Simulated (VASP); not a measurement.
# MgSi4 (C2/m) in VASP: a series of runs

Runs on MgSi4. Level: PBE. Tasks: single point.

All numbers are computed with VASP 6.6.1; they aren't measurements. Logs are shortened: lines on timing, memory, paths and dates and some standing lists are left out, and cuts for length are marked.

### 1 The cell of the first run

Symmetry: C2/m, No. 12, monoclinic system. The conventional cell has a = 6.879 Å, b = 6.742 Å, c = 3.704 Å, α = 90.00°, β = 122.27°, γ = 90.00°. Si (site symmetry 1) has 4 Si at 2.12 to 2.33 Å and 3 Mg at 2.59 to 2.76 Å within 2.8 Å. Mg (site symmetry 2/m) has 12 Si at 2.59 to 2.76 Å within 3.4 Å.

### 2 Single point, PBE

The input, INCAR:

```
SYSTEM = MgSi4
ALGO = Normal ; EDIFF = 1E-6
ENCUT = 600 ; GGA = PE
GGA_COMPAT = .False. ; ISIF = 2
ISMEAR = 0 ; LASPH = .True.
LCHARG = .False. ; LREAL = .False.
LWAVE = .False. ; NBANDS = 17
NELM = 120 ; PREC = Accurate
SIGMA = 0.148
```

The input, KPOINTS:

```
k-points
0
Gamma
  4 4 6
  0 0 0
```

The input, POSCAR:

```
MgSi4
1.0
    1.4544680000      3.3708130000      3.1168740000
    1.4544680000     -3.3708130000      3.1168740000
    2.0017620000      0.0000000000     -3.1168740000
Si Mg
4 1
Direct
    0.5427000000      0.8569000000      0.2029000000
    0.1431000000      0.4573000000      0.7971000000
    0.4573000000      0.1431000000      0.7971000000
    0.8569000000      0.5427000000      0.2029000000
    0.0000000000      0.0000000000      0.0000000000
```

Potentials or basis: VASP PAW PBE potentials, release 64 (Si, Mg).

On the command line:

```console
$ cat potpaw_PBE.64/Si/POTCAR potpaw_PBE.64/Mg/POTCAR > POTCAR
$ mpirun -np 1 vasp_std > vasp.out
```

OUTCAR:

```text
SYSTEM = MgSi4
   EDIFF = 1E-6
   ENCUT = 600
   GGA = PE
   ISIF = 2
   ISMEAR = 0
   LASPH = .True.
   LREAL = .False.
   NELM = 120
   PREC = Accurate

 ion  position               nearest neighbor table
   1  0.543  0.857  0.203-   4 2.12   3 2.30   2 2.32   3 2.33   5 2.59   5 2.76   5 2.76   3 3.14

   2  0.143  0.457  0.797-   3 2.12   4 2.30   1 2.32   4 2.33   5 2.59   5 2.76   5 2.76   4 3.14

   3  0.457  0.143  0.797-   2 2.12   1 2.30   4 2.32   1 2.33   5 2.59   5 2.76   5 2.76   1 3.14

   4  0.857  0.543  0.203-   1 2.12   2 2.30   3 2.32   2 2.33   5 2.59   5 2.76   5 2.76   2 3.14

   5  0.000  0.000  0.000-   1 2.59   4 2.59   2 2.59   3 2.59   2 2.76   3 2.76   1 2.76   4 2.76
                             2 2.76   3 2.76   1 2.76   4 2.76

  LATTYP: Found a base centered monoclinic cell.
 ALAT       =     6.8790640918
 B/A-ratio  =     0.9800208153
 C/A-ratio  =     0.5384912290
 COS(beta)  =    -0.5339725844

  Lattice vectors:

 A1 = (   1.4544680000,   3.3708130000,   3.1168740000)
 A2 = (   1.4544680000,  -3.3708130000,   3.1168740000)
 A3 = (   2.0017620000,   0.0000000000,  -3.1168740000)

Analysis of symmetry for initial positions (statically):
=====================================================================
 Subroutine PRICEL returns:
 Original cell was already a primitive cell.

 Routine SETGRP: Setting up the symmetry group for a
 base centered monoclinic supercell.

 Subroutine GETGRP returns: Found  4 space group operations
 (whereof  4 operations were pure point group operations)
 out of a pool of  4 trial point group operations.

The static configuration has the point symmetry C_2h.

Analysis of symmetry for dynamics (positions and initial velocities):
=====================================================================
 Subroutine PRICEL returns:
 Original cell was already a primitive cell.

 Routine SETGRP: Setting up the symmetry group for a
 base centered monoclinic supercell.

 Subroutine GETGRP returns: Found  4 space group operations
 (whereof  4 operations were pure point group operations)
 out of a pool of  4 trial point group operations.

The dynamic configuration has the point symmetry C_2h.

 Subroutine INISYM returns: Found  4 space group operations
 (whereof  4 operations are pure point group operations),
 and found     1 'primitive' translations

----------------------------------------------------------------------------------------

                                     Primitive cell

  volume of cell :      72.6251

  direct lattice vectors                    reciprocal lattice vectors
     1.454468000  3.370813000  3.116874000     0.144666298  0.148332168  0.092909594
     1.454468000 -3.370813000  3.116874000     0.144666298 -0.148332168  0.092909594
     2.001762000  0.000000000 -3.116874000     0.289332596  0.000000000 -0.135015083

  length of vectors
     4.815886313  4.815886313  3.704315677     0.227074795  0.227074795  0.319284237

  position of ions in fractional coordinates (direct lattice)
     0.542700000  0.856900000  0.202900000
     0.143100000  0.457300000  0.797100000
     0.457300000  0.143100000  0.797100000
     0.856900000  0.542700000  0.202900000
     0.000000000  0.000000000  0.000000000

  ion indices of the primitive-cell ions
   primitive index   ion index
                 1           1
                 2           2
                 3           3
                 4           4
                 5           5

----------------------------------------------------------------------------------------

 KPOINTS: k-points

Automatic generation of k-mesh.
 Grid dimensions read from file:
 generate k-points for:    4    4    6

 Generating k-lattice:

  Cartesian coordinates                     Fractional coordinates (reciprocal lattice)
     0.036166575  0.037083042  0.023227399     0.250000000 -0.000000000  0.000000000
     0.036166575 -0.037083042  0.023227399    -0.000000000  0.250000000  0.000000000
     0.048222099  0.000000000 -0.022502514     0.000000000  0.000000000  0.166666667

  Length of vectors
     0.056768699  0.056768699  0.053214040

  Shift w.r.t. Gamma in fractional coordinates (k-lattice)
     0.000000000  0.000000000  0.000000000

 Subroutine IBZKPT returns following result:
 ===========================================

 Found     34 irreducible k-points:

 Following reciprocal coordinates:
            Coordinates               Weight
  0.000000  0.000000  0.000000      1.000000
  0.250000  0.000000  0.000000      4.000000
  0.500000  0.000000  0.000000      2.000000
  0.250000  0.250000  0.000000      2.000000
  0.500000  0.250000 -0.000000      4.000000
 -0.250000  0.250000  0.000000      2.000000
[... 16 lines left out ...]
  0.500000  0.250000  0.333333      4.000000
 -0.250000  0.250000  0.333333      4.000000
 [... further k-points ...]
   k-points           NKPTS =     34   k-points in BZ     NKDIM =     34   number of bands    NBANDS=     17
   number of dos      NEDOS =    301   number of ions     NIONS =      5
   total plane-waves  NPLWV =  48000
   dimension x,y,z NGX =    40 NGY =   40 NGZ =   30
   dimension x,y,z NGXF=    80 NGYF=   80 NGZF=   60
   ions per type =               4   1
   NGX,Y,Z   is equivalent  to a cutoff of  13.81, 13.81, 13.46 a.u.
   NGXF,Y,Z  is equivalent  to a cutoff of  27.62, 27.62, 26.93 a.u.
 SYSTEM =  MgSi4
   PREC   = accura    normal or accurate (medium, high low for compatibility)
   ISTART =      0    job   : 0-new  1-cont  2-samecut
   ICHARG =      2    charge: 1-file 2-atom 10-const
   ISPIN  =      1    spin polarized calculation?
   LNONCOLLINEAR =      F non collinear calculations
   LSORBIT =      F    spin-orbit coupling
   LASPH  =      T    aspherical Exc in radial PAW
   ENCUT  =  600.0 eV  44.10 Ry    6.64 a.u.   9.62  9.62  7.40*2*pi/ulx,y,z
   NELM   =    120;   NELMIN=  2; NELMDL= -5     # of ELM steps
   EDIFF  = 0.1E-05   stopping-criterion for ELM
   LREAL  =      F    real-space projection
   EDIFFG = 0.1E-04   stopping-criterion for IOM
   NSW    =      0    number of steps for IOM
   IBRION =     -1    ionic relax: 0-MD 1-quasi-New 2-CG
   NFREE  =      0    steps in history (QN), initial steepest desc. (CG)
   ISIF   =      2    stress and relaxation
   ISYM   =      2    0-nonsym 1-usesym 2-fastsym
   POTIM  = 0.5000    time-step for ionic-motion
   TEBEG  =    0.0;   TEEND  =   0.0 temperature during run
   PSTRESS=    0.0 pullay stress
   NELECT =      18.0000    total number of electrons
   NUPDOWN=      -1.0000    fix difference up-down
   EMIN   =  10.00;   EMAX   =-10.00  energy-range for DOS
   EFERMI =   0.00;   METHOD = LEGACY
   ISMEAR =     0;   SIGMA  =   0.15  broadening in eV -4-tet -1-fermi 0-gaus
   EFERMI_NEDOS =   21; number of points for ismear=-14 and -15
   IALGO  =     38    algorithm
   IMIX   =      4    mixing-type and parameters
     AMIX     =   0.40;   BMIX     =  1.00
     AMIX_MAG =   1.60;   BMIX_MAG =  1.00
  volume/ion in A,a.u.               =      14.53        98.02
  Fermi-wavevector in a.u.,A,eV,Ry     =   1.028340  1.943281 14.387938  1.057484
  Thomas-Fermi vector in A             =   2.162332
   LORBIT       =      0    0 simple, 1 ext, 2 COOP (PROOUT), +10 PAW based schemes
   GGA     = PE    functional components
   LHFCALC =     F    Hartree Fock is set to
   AEXX    =    0.0000 exact exchange contribution
   IVDW    =     0    specifies the selected vdW correction
   LEPSILON=     F    determine dielectric tensor
   LRPA    =     F    only Hartree local field effects (RPA)
 non-spin polarized calculation
 Gauss-broadening in eV      SIGMA  =   0.15
  energy-cutoff  :      600.00
  volume of cell :       72.63
 maximum number of plane-waves:      2445
 NGX is ok and might be reduce to    40
   NGX = 19   NGY = 19   NGZ = 15

 number of electron      18.0000000 magnetization

 Free energy of the ion-electron system (eV)
  ---------------------------------------------------
  ext. energy  EPLUGINS =         0.00000000
  ---------------------------------------------------
  free energy    TOTEN  =       -20.45869263 eV

  energy without entropy =      -20.43818246  energy(sigma->0) =      -20.44843754

 E-fermi :   9.1477     XC(G=0): -10.6944

 val. band max:        9.1425942983   @ k =   0.2500   0.2500   0.0000
 cond. band min:       9.1756402531   @ k =   0.2500   0.0000   0.1667
 fundamental gap:      0.0330459547
 Fermi energy:         9.1476672482

 k-point     1 :       0.0000    0.0000    0.0000
  band No.  band energies     occupation
      1      -5.0943      2.00000
      2       0.5500      2.00000
      3       1.3492      2.00000
      4       2.6648      2.00000
      5       3.6066      2.00000
      6       5.7523      2.00000
[... 9 lines left out ...]
     16      14.0761      0.00000
     17      15.6145      0.00000

 k-point     2 :       0.2500    0.0000    0.0000
  band No.  band energies     occupation
      1      -4.6636      2.00000
      2      -1.2667      2.00000
      3       1.7322      2.00000
      4       2.9200      2.00000
      5       4.4201      2.00000
      6       5.9522      2.00000
[... 9 lines left out ...]
     16      15.2425      0.00000
     17      15.6727      0.00000

 k-point     3 :       0.5000    0.0000    0.0000
  band No.  band energies     occupation
      1      -3.6575      2.00000
      2      -3.0096      2.00000
      3       2.3428      2.00000
      4       2.5201      2.00000
      5       4.6489      2.00000
      6       5.8781      2.00000
[... 9 lines left out ...]
     16      14.7607      0.00000
     17      15.2877      0.00000

 k-point     4 :       0.2500    0.2500    0.0000
  band No.  band energies     occupation
      1      -4.1336      2.00000
      2      -1.4991      2.00000
      3      -0.5618      2.00000
      4       4.3531      2.00000
      5       5.5210      2.00000
      6       5.7054      2.00000
[... 9 lines left out ...]
     16      15.0509      0.00000
     17      16.5805      0.00000

 k-point     5 :       0.5000    0.2500   -0.0000
  band No.  band energies     occupation
      1      -3.3018      2.00000
      2      -2.6328      2.00000
      3      -0.1869      2.00000
      4       2.3583      2.00000
      5       5.0919      2.00000
      6       5.4798      2.00000
[... 9 lines left out ...]
     16      14.6488      0.00000
     17      15.1393      0.00000

 k-point     6 :      -0.2500    0.2500    0.0000
  band No.  band energies     occupation
      1      -4.3475      2.00000
      2      -1.2647      2.00000
      3       0.6042      2.00000
      4       2.3708      2.00000
      5       4.3698      2.00000
      6       5.3652      2.00000
[... 9 lines left out ...]
     16      13.8974      0.00000
     17      15.7272      0.00000
[... 281 lines left out ...]
 k-point    21 :      -0.2500    0.0000    0.3333
  band No.  band energies     occupation
      1      -3.8985      2.00000
      2       0.2670      2.00000
      3       1.0192      2.00000
      4       2.2419      2.00000
      5       3.6137      2.00000
      6       3.8928      2.00000
[... 9 lines left out ...]
     16      15.6586      0.00000
     17      16.3158      0.00000

 k-point    22 :       0.2500    0.2500    0.3333
  band No.  band energies     occupation
      1      -2.1653      2.00000
      2      -1.2657      2.00000
      3      -1.1307      2.00000
      4       1.6776      2.00000
      5       2.8093      2.00000
      6       4.5177      2.00000
[... 9 lines left out ...]
     16      14.3407      0.00000
     17      15.5928      0.00000

 k-point    23 :       0.5000    0.2500    0.3333
  band No.  band energies     occupation
      1      -2.6675      2.00000
      2      -1.0671      2.00000
      3      -0.6100      2.00000
      4       2.1595      2.00000
      5       2.5507      2.00000
      6       3.9628      2.00000
[... 9 lines left out ...]
     16      15.1156      0.00000
     17      15.6131      0.00000

 k-point    24 :      -0.2500    0.2500    0.3333
  band No.  band energies     occupation
      1      -3.0852      2.00000
      2      -1.5569      2.00000
      3       0.7324      2.00000
      4       1.9698      2.00000
      5       3.7197      2.00000
      6       4.5245      2.00000
[... 9 lines left out ...]
     16      15.7077      0.00000
     17      15.7704      0.00000

 [... further k-points ...]

------------------------ aborting loop because EDIFF is reached ----------------------------------------

  FORCE on cell =-STRESS in cart. coord.  units (eV):
  Direction    XX          YY          ZZ          XY          YZ          ZX
  --------------------------------------------------------------------------------------
  -------------------------------------------------------------------------------------
  Total       10.0264433     24.2364571      7.9149140      0.0000000      0.0000000      0.8808048
  in kB      221.1927804    534.6790636    174.6104549      0.0000000      0.0000000     19.4313839
  external PRESSURE =     310.1607663 kB  Pullay stress =       0.0000000 kB

 VOLUME and BASIS-vectors are now :
 -----------------------------------------------------------------------------
  energy-cutoff  :      600.00
  volume of cell :       72.63
      direct lattice vectors                 reciprocal lattice vectors
     1.454468000  3.370813000  3.116874000     0.144666298  0.148332168  0.092909594
     1.454468000 -3.370813000  3.116874000     0.144666298 -0.148332168  0.092909594
     2.001762000  0.000000000 -3.116874000     0.289332596  0.000000000 -0.135015083

 POSITION                                       TOTAL-FORCE (eV/Angst)
 -----------------------------------------------------------------------------------
      2.44183     -1.05911      3.72996         0.102902     -2.315460      0.240951
      2.46887     -1.05911     -0.61309        -0.102902     -2.315460     -0.240951
      2.46887      1.05911     -0.61309        -0.102902      2.315460     -0.240951
      2.44183      1.05911      3.72996         0.102902      2.315460      0.240951
      0.00000      0.00000      0.00000         0.000000     -0.000000      0.000000
 -----------------------------------------------------------------------------------
    total drift:                                0.000000      0.000000      0.000000

  FREE ENERGIE OF THE ION-ELECTRON SYSTEM (eV)
  ---------------------------------------------------
  free  energy   TOTEN  =       -20.4586926335 eV

  energy  without entropy=      -20.4381824564  energy(sigma->0) =      -20.44843754
```

Run time: 53 s. Hardware: 1 thread of Intel Xeon Platinum 8375C at 2.90GHz (Ice Lake), shared host; peak memory 0.23 GiB.

What came out:

```yaml
Free_energy: -20.4587 eV
Pressure: 31.0 GPa
Largest_force: 2.330 eV/Å
Band_gap_on_the_k_mesh: zero (band 9 reaches 10.12 eV, above the bottom of band 10 at 8.57 eV)
```

Forces on the atoms (eV/Å):
```
Si   0.103 -2.315  0.241
Si  -0.103 -2.315 -0.241
Si  -0.103  2.315 -0.241
Si   0.103  2.315  0.241
Mg   0.000  0.000  0.000
```

Caveat: forces of over 1 eV/Å act on the atoms, so gaps and moduli don't describe the material at rest.

### 3 Single point, PBE

The input, INCAR:

```
ALGO     = Normal         # electronic algorithm
EDIFF    = 1E-6           # SCF threshold, eV
ENCUT    = 600            # plane-wave cutoff, eV
GGA      = PE             # functional
GGA_COMPAT= F            
ISIF     = 2              # what is computed and relaxed
ISMEAR   = 0              # smearing method
LASPH    = T              # aspherical terms in the spheres
LCHARG   = F              # write CHGCAR
LREAL    = F              # projectors in reciprocal space
LWAVE    = F              # write WAVECAR
NBANDS   = 17             # bands
NELM     = 120            # most SCF steps
PREC     = Accurate       # precision mode
SIGMA    = 0.148          # smearing width, eV
```

The input, KPOINTS:

```
k-points
0
Gamma
  4 4 6
```

POSCAR is that of step 2.

Potentials or basis: VASP PAW PBE potentials, release 64 (Si, Mg).

On the command line:

```console
$ cat potpaw_PBE.64/Si/POTCAR potpaw_PBE.64/Mg/POTCAR > POTCAR
$ mpirun -np 1 vasp_std > vasp.out
```

It took 52 s on 1 thread of Intel Xeon Platinum 8375C at 2.90GHz (Ice Lake), shared host; peak memory 0.23 GiB.

The run converged. Its results:

| Quantity | Value |
| --- | --- |
| Free energy | -20.4587 eV |
| Pressure | 31.0 GPa |
| Largest force | 2.330 eV/Å |
| Band gap on the k mesh | zero (band 9 reaches 10.12 eV, above the bottom of band 10 at 8.57 eV) |

Forces in eV/Å, atoms in the order of the input:
```
Si   0.103 -2.315  0.241
Si  -0.103 -2.315 -0.241
Si  -0.103  2.315 -0.241
Si   0.103  2.315  0.241
Mg   0.000  0.000  0.000
```

Stress tensor (GPa, compression positive):
```
22.12  0.00  1.94
 0.00 53.47  0.00
 1.94  0.00 17.46
```

Levels at points of the mesh, in eV from the Fermi level:
```
           k point  band 5  band 6  band 7  band 8  band 9  band 10  band 11  band 12  band 13  band 14
(0.00, 0.00, 0.00)   -5.54   -3.40   -2.58   -2.27   -1.02    -0.17     0.84     1.22     2.01     2.37
(0.50, 0.00, 0.00)   -4.50   -3.27   -3.11   -2.82    0.10     0.53     0.83     2.95     3.23     3.57
(0.50, 0.50, 0.00)   -4.42   -1.92   -1.40   -0.46    0.50     1.97     2.13     2.78     3.66     4.30
(0.00, 0.00, 0.50)   -6.61   -5.82   -3.38   -1.17   -0.78     1.39     1.43     1.44     2.42     3.31
(0.50, 0.00, 0.50)   -5.95   -5.34   -4.36   -3.13   -2.36     0.43     1.68     2.47     4.09     5.01
(0.50, 0.50, 0.50)   -6.61   -5.88   -3.43   -1.05   -0.90     1.35     1.58     1.60     2.38     3.29
```

Caveat: forces of over 1 eV/Å act on the atoms, so gaps and moduli don't describe the material at rest.
